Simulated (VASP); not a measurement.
# BeCdS4 (P4) in VASP: relaxation of cell and atoms with PBE

Aim: the relaxation of cell and atoms of BeCdS4 with PBE.

All numbers are computed with VASP 6.6.1; they aren't measurements. Logs are shortened: lines on timing, memory, paths and dates and some standing lists are left out, and cuts for length are marked.

## 1. The cell of the first run

It takes space group P4 (No. 75, tetragonal). The conventional cell has a = 5.909 Å, b = 5.909 Å, c = 4.159 Å, α = 90.00°, β = 90.00°, γ = 90.00°. Within 2.7 Å of Be (site symmetry 4) lie 4 S at 2.07 Å. Cd (site symmetry 4) has 8 S at 2.70 to 3.67 Å within 3.7 Å. S (site symmetry 1) has 1 Be at 2.07 Å and 1 S at 2.19 Å and 1 Cd at 2.70 Å within 2.8 Å.

The cell was generated, and may not be a known phase.

## 2. Relaxation of cell and atoms, PBE

INCAR reads:

```
PREC = Accurate
ENCUT = 630
EDIFF = 1E-7
ISMEAR = 0
SIGMA = 0.2
LREAL = F
LASPH = T
NELM = 120
ALGO = Normal
ISIF = 3
LWAVE = F
LCHARG = F
GGA = PE
IBRION = 2
NSW = 36
EDIFFG = -0.08
GGA_COMPAT = F
NELMIN = 4
```

KPOINTS reads:

```
Automatic mesh
0
Gamma
  3 3 4
```

POSCAR reads:

```
BeCdS4
1.0
    5.9086360500      0.0000000000      0.0000000000
    0.0000000000      5.9086360500      0.0000000000
    0.0000000000      0.0000000000      4.1591029800
Be Cd S
1 1 4
Direct
    0.0000000000      0.0000000000      0.4580550600
    0.5000000000      0.5000000000      0.5826593700
    0.0887461400      0.6622123600      0.4183964600
    0.9112538600      0.3377876400      0.4183964600
    0.3377876400      0.0887461400      0.4183964600
    0.6622123600      0.9112538600      0.4183964600
```

Potentials or basis: VASP PAW PBE potentials, release 64 (Be, Cd_sv_GW, S).

Command:

```sh
cat potpaw_PBE.64/Be/POTCAR potpaw_PBE.64/Cd_sv_GW/POTCAR potpaw_PBE.64/S/POTCAR > POTCAR
mpirun -np 1 vasp_std > vasp.out
```

OUTCAR:

```text
PREC = Accurate
   ENCUT = 630
   EDIFF = 1E-7
   ISMEAR = 0
   LREAL = F
   LASPH = T
   NELM = 120
   ISIF = 3
   GGA = PE
   IBRION = 2
   NSW = 36
   EDIFFG = -0.08
   NELMIN = 4

 ion  position               nearest neighbor table
   1  0.000  0.000  0.458-   3 2.07   4 2.07   5 2.07   6 2.07
   2  0.500  0.500  0.583-   3 2.70   4 2.70   5 2.70   6 2.70
   3  0.089  0.662  0.418-   1 2.07   4 2.19   2 2.70
   4  0.911  0.338  0.418-   1 2.07   3 2.19   2 2.70
   5  0.338  0.089  0.418-   1 2.07   6 2.19   2 2.70
   6  0.662  0.911  0.418-   1 2.07   5 2.19   2 2.70

  LATTYP: Found a simple tetragonal cell.
 ALAT       =     5.9086360500
 C/A-ratio  =     0.7039023803

  Lattice vectors:

 A1 = (   5.9086360500,   0.0000000000,   0.0000000000)
 A2 = (   0.0000000000,   5.9086360500,   0.0000000000)
 A3 = (   0.0000000000,   0.0000000000,   4.1591029800)

Analysis of symmetry for initial positions (statically):
=====================================================================
 Subroutine PRICEL returns:
 Original cell was already a primitive cell.

 Routine SETGRP: Setting up the symmetry group for a
 simple tetragonal supercell.

 Subroutine GETGRP returns: Found  4 space group operations
 (whereof  4 operations were pure point group operations)
 out of a pool of 16 trial point group operations.

The static configuration has the point symmetry     .

Analysis of symmetry for dynamics (positions and initial velocities):
=====================================================================
 Subroutine PRICEL returns:
 Original cell was already a primitive cell.

 Routine SETGRP: Setting up the symmetry group for a
 simple tetragonal supercell.

 Subroutine GETGRP returns: Found  4 space group operations
 (whereof  4 operations were pure point group operations)
 out of a pool of 16 trial point group operations.

The dynamic configuration has the point symmetry     .

 Subroutine INISYM returns: Found  4 space group operations
 (whereof  4 operations are pure point group operations),
 and found     1 'primitive' translations

----------------------------------------------------------------------------------------

                                     Primitive cell

  volume of cell :     145.2025

[... 79 lines left out ...]
   NELM   =    120;   NELMIN=  4; NELMDL= -5     # of ELM steps
   EDIFF  = 0.1E-06   stopping-criterion for ELM
   LREAL  =      F    real-space projection
   EDIFFG = -.8E-01   stopping-criterion for IOM
   NSW    =     36    number of steps for IOM
   IBRION =      2    ionic relax: 0-MD 1-quasi-New 2-CG
   NFREE  =      1    steps in history (QN), initial steepest desc. (CG)
   ISIF   =      3    stress and relaxation
   ISYM   =      2    0-nonsym 1-usesym 2-fastsym
   POTIM  = 0.5000    time-step for ionic-motion
   TEBEG  =    0.0;   TEEND  =   0.0 temperature during run
   PSTRESS=    0.0 pullay stress
   NELECT =      46.0000    total number of electrons
   NUPDOWN=      -1.0000    fix difference up-down
   EMIN   =  10.00;   EMAX   =-10.00  energy-range for DOS
   EFERMI =   0.00;   METHOD = LEGACY
   ISMEAR =     0;   SIGMA  =   0.20  broadening in eV -4-tet -1-fermi 0-gaus
   EFERMI_NEDOS =   21; number of points for ismear=-14 and -15
   IALGO  =     38    algorithm
   IMIX   =      4    mixing-type and parameters
     AMIX     =   0.40;   BMIX     =  1.00
     AMIX_MAG =   1.60;   BMIX_MAG =  1.00
  volume/ion in A,a.u.               =      24.20       163.31
  Fermi-wavevector in a.u.,A,eV,Ry     =   1.116013  2.108959 16.945863  1.245486
  Thomas-Fermi vector in A             =   2.252623
   LORBIT       =      0    0 simple, 1 ext, 2 COOP (PROOUT), +10 PAW based schemes
   GGA     = PE    functional components
   LHFCALC =     F    Hartree Fock is set to
   AEXX    =    0.0000 exact exchange contribution
   IVDW    =     0    specifies the selected vdW correction
   LEPSILON=     F    determine dielectric tensor
   LRPA    =     F    only Hartree local field effects (RPA)
 conjugate gradient relaxation of ions
 non-spin polarized calculation
 Gauss-broadening in eV      SIGMA  =   0.20
  energy-cutoff  :      630.00
  volume of cell :      145.20
 maximum number of plane-waves:      5235
   NGX = 25   NGY = 25   NGZ = 17

--------------------------------------- Ionic step        1  -------------------------------------------

 number of electron      46.0000016 magnetization

 Free energy of the ion-electron system (eV)
  ---------------------------------------------------
  ext. energy  EPLUGINS =         0.00000000
  ---------------------------------------------------
  free energy    TOTEN  =       -21.31174728 eV

  energy without entropy =      -21.30967552  energy(sigma->0) =      -21.31071140

------------------------ aborting loop because EDIFF is reached ----------------------------------------

  FORCE on cell =-STRESS in cart. coord.  units (eV):
  Direction    XX          YY          ZZ          XY          YZ          ZX
  --------------------------------------------------------------------------------------
  -------------------------------------------------------------------------------------
  Total       -2.4264575     -2.4264575      0.5032215     -0.0000008      0.0000000      0.0000000
  in kB      -26.7737444    -26.7737444      5.5525899     -0.0000089      0.0000000      0.0000000
  external PRESSURE =     -15.9982996 kB  Pullay stress =       0.0000000 kB
[... 101 lines left out ...]
  FREE ENERGIE OF THE ION-ELECTRON SYSTEM (eV)
  ---------------------------------------------------
  free  energy   TOTEN  =       -21.7270819558 eV

  energy  without entropy=      -21.7270781287  energy(sigma->0) =      -21.72708004

[... ionic steps 4 to 13 ...]

--------------------------------------- Ionic step       14  -------------------------------------------

 number of electron      45.9999991 magnetization

------------------------ aborting loop because EDIFF is reached ----------------------------------------
[... 75 lines left out ...]
--------------------------------------- Ionic step       16  -------------------------------------------

 number of electron      45.9999991 magnetization

 Free energy of the ion-electron system (eV)
  ---------------------------------------------------
  ext. energy  EPLUGINS =         0.00000000
  ---------------------------------------------------
  free energy    TOTEN  =       -21.82095956 eV

  energy without entropy =      -21.82087885  energy(sigma->0) =      -21.82091921

 E-fermi :   3.1993     XC(G=0):  -8.2064

 val. band max:        2.7303655094   @ k =   0.0000   0.0000   0.5000
 cond. band min:       3.6784992271   @ k =   0.3333   0.0000   0.0000
 fundamental gap:      0.9481337177
 Fermi energy:         3.1992575880

 k-point     1 :       0.0000    0.0000    0.0000
  band No.  band energies     occupation
      1     -99.9844      2.00000
      2     -61.1151      2.00000
      3     -61.0151      2.00000
      4     -61.0151      2.00000
      5     -12.8557      2.00000
      6     -11.7157      2.00000
[... 292 lines left out ...]
  FREE ENERGIE OF THE ION-ELECTRON SYSTEM (eV)
  ---------------------------------------------------
  free  energy   TOTEN  =       -21.8209595599 eV

  energy  without entropy=      -21.8208788549  energy(sigma->0) =      -21.82091921

 reached required accuracy - stopping structural energy minimisation
```

It took 8.7 min on 1 thread of AMD EPYC 7R13 (Zen 3), shared host; peak memory 0.29 GiB.

Results:

```yaml
Free_energy: -21.8210 eV
Relaxed_volume: 24.91 Å³/atom
Relaxed_cell: a = 5.786 Å, b = 5.786 Å, c = 4.464 Å, α = 90.00°, β = 90.00°, γ = 90.00°
Space_group_after_relaxing_to_0.1_Å: P4 (No. 75)
Energy_gained_by_relaxing: 84.9 meV/atom
Ionic_steps: 16
Pressure_after_relaxing: 0.0 GPa
Largest_force_after_relaxing: 0.076 eV/Å
Band_gap_on_the_k_mesh: 0.95 eV (least direct gap 1.28 eV)
```

Forces in eV/Å, atoms in the order of the input:
```
Be   0.000  0.000 -0.073
Cd   0.000  0.000  0.076
S    0.027  0.015 -0.001
S   -0.027 -0.015 -0.001
S   -0.015  0.027 -0.001
S    0.015 -0.027 -0.001
```

The path:
| step | energy change (eV) | largest force (eV/Å) | pressure (GPa) | volume (Å³) |
| --- | --- | --- | --- | --- |
| 1 | 0.0000 | 1.7088 | -1.60 | 145.20 |
| 2 | -0.4056 | 0.6485 | 1.26 | 140.16 |
| 3 | -0.4153 | 0.5821 | 1.98 | 139.26 |
| 4 | -0.4642 | 0.1990 | -0.58 | 144.15 |
| 5 | -0.4711 | 0.1890 | 0.04 | 142.84 |
| 6 | -0.4781 | 0.2017 | 0.15 | 143.30 |
| 7 | -0.4915 | 0.2311 | 0.46 | 144.67 |
| 8 | -0.4876 | 0.2865 | 1.02 | 147.28 |
| 9 | -0.4950 | 0.2545 | 0.69 | 145.75 |
| 10 | -0.4991 | 0.2268 | 0.50 | 146.54 |
| 11 | -0.5059 | 0.1307 | -0.07 | 148.89 |
| 12 | -0.5064 | 0.1150 | -0.24 | 149.64 |
| 13 | -0.5079 | 0.0970 | -0.14 | 149.58 |
| 14 | -0.5086 | 0.0845 | 0.02 | 149.47 |
| 15 | -0.5086 | 0.0828 | -0.01 | 149.49 |
| 16 | -0.5092 | 0.0756 | -0.04 | 149.46 |

Final structure:
```xyz
6
Lattice="5.7864 0.0000 0.0000 0.0000 5.7864 0.0000 0.0000 0.0000 4.4638" Properties=species:S:1:pos:R:3 pbc="T T T"
Be    0.0000    0.0000    2.0684
Cd    2.8932    2.8932    2.7055
S     0.6198    3.7457    1.8355
S     5.1666    2.0407    1.8355
S     2.0407    0.6198    1.8355
S     3.7457    5.1666    1.8355
```

Caveat: the relaxation stopped at a loose force limit of 0.08 eV/Å, so its end isn't a converged minimum. A k mesh can miss the band edges.
